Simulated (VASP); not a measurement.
# Ti (P6_3/mmc) in VASP: notebook

Runs on Ti. Level: LDA. Tasks: single point, relaxation of cell and atoms.

All numbers are computed with VASP 6.6.1; they aren't measurements. Logs are shortened: lines on timing, memory, paths and dates and some standing lists are left out, and cuts for length are marked.

**1. The cell of the first run**

It takes space group P6_3/mmc (No. 194, hexagonal). Conventional cell: a = 2.867 Å, b = 2.867 Å, c = 4.520 Å, α = 90.00°, β = 90.00°, γ = 120.00°. Ti (site symmetry -6m2) has 12 Ti at 2.80 to 2.87 Å within 3.7 Å.

**2. Single point, LDA**

Input file INCAR:

```
PREC = Accurate
ENCUT = 520
EDIFF = 1E-7
ISMEAR = -1
SIGMA = 0.05
LREAL = False
LASPH = True
NELM = 60
ALGO = Normal
ISIF = 2
LWAVE = False
LCHARG = True
LELF = True
LVHAR = True
NBANDS = 19
```

Input file KPOINTS:

```
regular mesh
0
Gamma
  10 10 5
```

Input file POSCAR:

```
Ti
1.0
    2.8669771263      0.0000000000      0.0000000000
   -1.4334885632      2.4828750235      0.0000000000
    0.0000000000      0.0000000000      4.5204474728
Ti
2
Direct
    0.3333333333      0.6666666667      0.2500000000
    0.6666666667      0.3333333333      0.7500000000
```

Potentials or basis: VASP PAW LDA potentials, release 64 (Ti_sv).

Started as:

```bash
> cat potpaw_LDA.64/Ti_sv/POTCAR > POTCAR
> mpirun -np 1 vasp_std > vasp.out
```

OUTCAR:

```text
PREC = Accurate
   ENCUT = 520
   EDIFF = 1E-7
   ISMEAR = -1
   LREAL = False
   LASPH = True
   NELM = 60
   ISIF = 2

 ion  position               nearest neighbor table
   1  0.333  0.667  0.250-   2 2.80   2 2.80   2 2.80   2 2.80   2 2.80   2 2.80
   2  0.667  0.333  0.750-   1 2.80   1 2.80   1 2.80   1 2.80   1 2.80   1 2.80

  LATTYP: Found a hexagonal cell.
 ALAT       =     2.8669771263
 C/A-ratio  =     1.5767295216

  Lattice vectors:

 A1 = (   2.8669771263,   0.0000000000,   0.0000000000)
 A2 = (  -1.4334885632,   2.4828750235,   0.0000000000)
 A3 = (   0.0000000000,   0.0000000000,   4.5204474728)

Analysis of symmetry for initial positions (statically):
=====================================================================
 Subroutine PRICEL returns:
 Original cell was already a primitive cell.

 Routine SETGRP: Setting up the symmetry group for a
 hexagonal supercell.

 Subroutine GETGRP returns: Found 24 space group operations
 (whereof 12 operations were pure point group operations)
 out of a pool of 24 trial point group operations.

The static configuration has the point symmetry D_3d.
 The point group associated with its full space group is D_6h.

Analysis of symmetry for dynamics (positions and initial velocities):
=====================================================================
 Subroutine PRICEL returns:
 Original cell was already a primitive cell.

 Routine SETGRP: Setting up the symmetry group for a
 hexagonal supercell.

 Subroutine GETGRP returns: Found 24 space group operations
 (whereof 12 operations were pure point group operations)
 out of a pool of 24 trial point group operations.

The dynamic configuration has the point symmetry D_3d.
 The point group associated with its full space group is D_6h.

 Subroutine INISYM returns: Found 24 space group operations
 (whereof 12 operations are pure point group operations),
 and found     1 'primitive' translations

----------------------------------------------------------------------------------------

                                     Primitive cell

  volume of cell :      32.1781

  direct lattice vectors                    reciprocal lattice vectors
     2.866977126  0.000000000  0.000000000     0.348799434  0.201379447  0.000000000
    -1.433488563  2.482875024  0.000000000     0.000000000  0.402758895  0.000000000
     0.000000000  0.000000000  4.520447473     0.000000000  0.000000000  0.221217038

  length of vectors
     2.866977126  2.866977126  4.520447473     0.402758895  0.402758895  0.221217038

  position of ions in fractional coordinates (direct lattice)
     0.333333333  0.666666667  0.250000000
     0.666666667  0.333333333  0.750000000

  ion indices of the primitive-cell ions
   primitive index   ion index
                 1           1
                 2           2

----------------------------------------------------------------------------------------

 KPOINTS: regular mesh

Automatic generation of k-mesh.
 Grid dimensions read from file:
 generate k-points for:   10   10    5

 Generating k-lattice:

  Cartesian coordinates                     Fractional coordinates (reciprocal lattice)
     0.034879943  0.020137945  0.000000000     0.100000000  0.000000000  0.000000000
     0.000000000  0.040275889  0.000000000     0.000000000  0.100000000  0.000000000
     0.000000000  0.000000000  0.044243408     0.000000000  0.000000000  0.200000000

  Length of vectors
     0.040275889  0.040275889  0.044243408

  Shift w.r.t. Gamma in fractional coordinates (k-lattice)
     0.000000000  0.000000000  0.000000000

 Subroutine IBZKPT returns following result:
 ===========================================

 Found     42 irreducible k-points:

 Following reciprocal coordinates:
            Coordinates               Weight
  0.000000  0.000000  0.000000      1.000000
  0.100000  0.000000  0.000000      6.000000
  0.200000  0.000000  0.000000      6.000000
  0.300000 -0.000000  0.000000      6.000000
  0.400000 -0.000000  0.000000      6.000000
  0.500000 -0.000000  0.000000      3.000000
[... 16 lines left out ...]
  0.300000  0.100000  0.200000     24.000000
  0.400000  0.100000  0.200000     24.000000
 [... further k-points ...]
   k-points           NKPTS =     42   k-points in BZ     NKDIM =     42   number of bands    NBANDS=     19
   number of dos      NEDOS =    301   number of ions     NIONS =      2
   total plane-waves  NPLWV =  20736
   dimension x,y,z NGX =    24 NGY =   24 NGZ =   36
   dimension x,y,z NGXF=    48 NGYF=   48 NGZF=   72
   ions per type =               2
   NGX,Y,Z   is equivalent  to a cutoff of  13.92, 13.92, 13.24 a.u.
   NGXF,Y,Z  is equivalent  to a cutoff of  27.83, 27.83, 26.48 a.u.
 SYSTEM =  unknown system
   PREC   = accura    normal or accurate (medium, high low for compatibility)
   ISTART =      0    job   : 0-new  1-cont  2-samecut
   ICHARG =      2    charge: 1-file 2-atom 10-const
   ISPIN  =      1    spin polarized calculation?
   LNONCOLLINEAR =      F non collinear calculations
   LSORBIT =      F    spin-orbit coupling
   LASPH  =      T    aspherical Exc in radial PAW
   ENCUT  =  520.0 eV  38.22 Ry    6.18 a.u.   5.33  5.33  8.41*2*pi/ulx,y,z
   NELM   =     60;   NELMIN=  2; NELMDL= -5     # of ELM steps
   EDIFF  = 0.1E-06   stopping-criterion for ELM
   LREAL  =      F    real-space projection
   EDIFFG = 0.1E-05   stopping-criterion for IOM
   NSW    =      0    number of steps for IOM
   IBRION =     -1    ionic relax: 0-MD 1-quasi-New 2-CG
   NFREE  =      0    steps in history (QN), initial steepest desc. (CG)
   ISIF   =      2    stress and relaxation
   ISYM   =      2    0-nonsym 1-usesym 2-fastsym
   POTIM  = 0.5000    time-step for ionic-motion
   TEBEG  =    0.0;   TEEND  =   0.0 temperature during run
   PSTRESS=    0.0 pullay stress
   NELECT =      24.0000    total number of electrons
   NUPDOWN=      -1.0000    fix difference up-down
   EMIN   =  10.00;   EMAX   =-10.00  energy-range for DOS
   EFERMI =   0.00;   METHOD = LEGACY
   ISMEAR =    -1;   SIGMA  =   0.05  broadening in eV -4-tet -1-fermi 0-gaus
   EFERMI_NEDOS =   21; number of points for ismear=-14 and -15
   IALGO  =     38    algorithm
   IMIX   =      4    mixing-type and parameters
     AMIX     =   0.40;   BMIX     =  1.00
     AMIX_MAG =   1.60;   BMIX_MAG =  1.00
  volume/ion in A,a.u.               =      16.09       108.57
  Fermi-wavevector in a.u.,A,eV,Ry     =   1.484653  2.805588 29.989903  2.204196
  Thomas-Fermi vector in A             =   2.598163
   LORBIT       =      0    0 simple, 1 ext, 2 COOP (PROOUT), +10 PAW based schemes
   GGA     = CA    functional components
   LHFCALC =     F    Hartree Fock is set to
   AEXX    =    0.0000 exact exchange contribution
   IVDW    =     0    specifies the selected vdW correction
   LEPSILON=     F    determine dielectric tensor
   LRPA    =     F    only Hartree local field effects (RPA)
 non-spin polarized calculation
  energy-cutoff  :      520.00
  volume of cell :       32.18
 maximum number of plane-waves:       881
 NGX is ok and might be reduce to    24
   NGX = 11   NGY = 11   NGZ = 17

 number of electron      24.0000002 magnetization

 Free energy of the ion-electron system (eV)
  ---------------------------------------------------
  ext. energy  EPLUGINS =         0.00000000
  ---------------------------------------------------
  free energy    TOTEN  =       -17.10952059 eV

  energy without entropy =      -17.09571895  energy(sigma->0) =      -17.10261977

 E-fermi :   8.9104     XC(G=0): -12.1552

 val. band max:        8.9086048929   @ k =   0.3000   0.3000   0.4000
 cond. band min:       8.9344274026   @ k =   0.1000   0.0000   0.2000
 fundamental gap:      0.0258225097
 Fermi energy:         8.9104434654

 k-point     1 :       0.0000    0.0000    0.0000
  band No.  band energies     occupation
      1     -47.1214      2.00000
      2     -46.9217      2.00000
      3     -24.2050      2.00000
      4     -23.3652      2.00000
      5     -23.3652      2.00000
      6     -23.2634      2.00000
[... 11 lines left out ...]
     18      10.6160      0.00000
     19      12.3502      0.00000

 k-point     2 :       0.1000    0.0000    0.0000
  band No.  band energies     occupation
      1     -47.1075      2.00000
      2     -46.9164      2.00000
      3     -24.1762      2.00000
      4     -23.4236      2.00000
      5     -23.3847      2.00000
      6     -23.2922      2.00000
[... 11 lines left out ...]
     18      10.4667      0.00000
     19      12.4417      0.00000

 k-point     3 :       0.2000    0.0000    0.0000
  band No.  band energies     occupation
      1     -47.0700      2.00000
      2     -46.9037      2.00000
      3     -24.0956      2.00000
      4     -23.5780      2.00000
      5     -23.4458      2.00000
      6     -23.4335      2.00000
[... 11 lines left out ...]
     18      11.0025      0.00000
     19      12.6119      0.00000

 k-point     4 :       0.3000   -0.0000    0.0000
  band No.  band energies     occupation
      1     -47.0200      2.00000
      2     -46.8910      2.00000
      3     -23.9803      2.00000
      4     -23.7707      2.00000
      5     -23.6263      2.00000
      6     -23.4908      2.00000
[... 11 lines left out ...]
     18      11.7487      0.00000
     19      12.7463      0.00000

 k-point     5 :       0.4000   -0.0000    0.0000
  band No.  band energies     occupation
      1     -46.9738      2.00000
      2     -46.8864      2.00000
      3     -23.9271      2.00000
      4     -23.8604      2.00000
      5     -23.7664      2.00000
      6     -23.5354      2.00000
[... 11 lines left out ...]
     18      12.6213      0.00000
     19      12.8197      0.00000

 k-point     6 :       0.5000   -0.0000    0.0000
  band No.  band energies     occupation
      1     -46.9527      2.00000
      2     -46.8879      2.00000
      3     -23.9867      2.00000
      4     -23.8187      2.00000
      5     -23.7986      2.00000
      6     -23.5521      2.00000
[... 11 lines left out ...]
     18      12.8418      0.00000
     19      13.7559      0.00000

 k-point     7 :       0.1000    0.1000    0.0000
  band No.  band energies     occupation
      1     -47.0818      2.00000
      2     -46.9074      2.00000
      3     -24.1215      2.00000
      4     -23.5145      2.00000
      5     -23.4598      2.00000
      6     -23.3637      2.00000
[... 11 lines left out ...]
     18      10.9027      0.00000
     19      12.5400      0.00000

 k-point     8 :       0.2000    0.1000    0.0000
  band No.  band energies     occupation
      1     -47.0379      2.00000
      2     -46.8948      2.00000
      3     -24.0230      2.00000
      4     -23.6735      2.00000
      5     -23.5961      2.00000
      6     -23.4483      2.00000
[... 256 lines left out ...]
 k-point    20 :       0.5000   -0.0000    0.2000
  band No.  band energies     occupation
      1     -46.9465      2.00000
      2     -46.8941      2.00000
      3     -24.0558      2.00000
      4     -23.9022      2.00000
      5     -23.6829      2.00000
      6     -23.5305      2.00000
[... 11 lines left out ...]
     18      12.8168      0.00000
     19      13.3047      0.00000

 k-point    21 :       0.1000    0.1000    0.2000
  band No.  band energies     occupation
      1     -47.0654      2.00000
      2     -46.9243      2.00000
      3     -24.0585      2.00000
      4     -23.4969      2.00000
      5     -23.4901      2.00000
      6     -23.4039      2.00000
[... 11 lines left out ...]
     18      11.1025      0.00000
     19      12.4860      0.00000

 k-point    22 :       0.2000    0.1000    0.2000
  band No.  band energies     occupation
      1     -47.0244      2.00000
      2     -46.9086      2.00000
      3     -24.0007      2.00000
      4     -23.6659      2.00000
      5     -23.6033      2.00000
      6     -23.4662      2.00000
[... 11 lines left out ...]
     18      11.6051      0.00000
     19      12.5728      0.00000

 k-point    23 :       0.3000    0.1000    0.2000
  band No.  band energies     occupation
      1     -46.9794      2.00000
      2     -46.8966      2.00000
      3     -23.9808      2.00000
      4     -23.8115      2.00000
      5     -23.6857      2.00000
      6     -23.5259      2.00000
[... 11 lines left out ...]
     18      12.2110      0.00000
     19      12.8423      0.00000

 k-point    24 :       0.4000    0.1000    0.2000
  band No.  band energies     occupation
      1     -46.9467      2.00000
      2     -46.8939      2.00000
      3     -24.0251      2.00000
      4     -23.8797      2.00000
      5     -23.6915      2.00000
      6     -23.5482      2.00000
[... 11 lines left out ...]
     18      12.7030      0.00000
     19      13.4532      0.00000

 [... further k-points ...]

------------------------ aborting loop because EDIFF is reached ----------------------------------------

  FORCE on cell =-STRESS in cart. coord.  units (eV):
  Direction    XX          YY          ZZ          XY          YZ          ZX
  --------------------------------------------------------------------------------------
  -------------------------------------------------------------------------------------
  Total       -0.0384736     -0.0384736     -0.0355162      0.0000000      0.0000000     -0.0000000
  in kB       -1.9156346     -1.9156346     -1.7683824      0.0000000      0.0000000     -0.0000000
  external PRESSURE =      -1.8665505 kB  Pullay stress =       0.0000000 kB

 VOLUME and BASIS-vectors are now :
 -----------------------------------------------------------------------------
  energy-cutoff  :      520.00
  volume of cell :       32.18
      direct lattice vectors                 reciprocal lattice vectors
     2.866977126  0.000000000  0.000000000     0.348799434  0.201379447  0.000000000
    -1.433488563  2.482875024  0.000000000     0.000000000  0.402758895  0.000000000
     0.000000000  0.000000000  4.520447473     0.000000000  0.000000000  0.221217038

 POSITION                                       TOTAL-FORCE (eV/Angst)
 -----------------------------------------------------------------------------------
     -0.00000      1.65525      1.13011        -0.000000      0.000000      0.000000
      1.43349      0.82763      3.39034         0.000000     -0.000000      0.000000
 -----------------------------------------------------------------------------------
    total drift:                                0.000000     -0.000000      0.000000

  FREE ENERGIE OF THE ION-ELECTRON SYSTEM (eV)
  ---------------------------------------------------
  free  energy   TOTEN  =       -17.1095205905 eV

  energy  without entropy=      -17.0957189509  energy(sigma->0) =      -17.10261977
```

It took 48 s on 1 thread of Intel Xeon 8259CL, shared host; peak memory 0.15 GiB.

Results:

```
Free energy            : -17.1095 eV
Pressure               : -0.2 GPa
Band gap on the k mesh : zero (bands 12 and 13 overlap by 1.10 eV)
```

(Continued in part 2 of 2.)
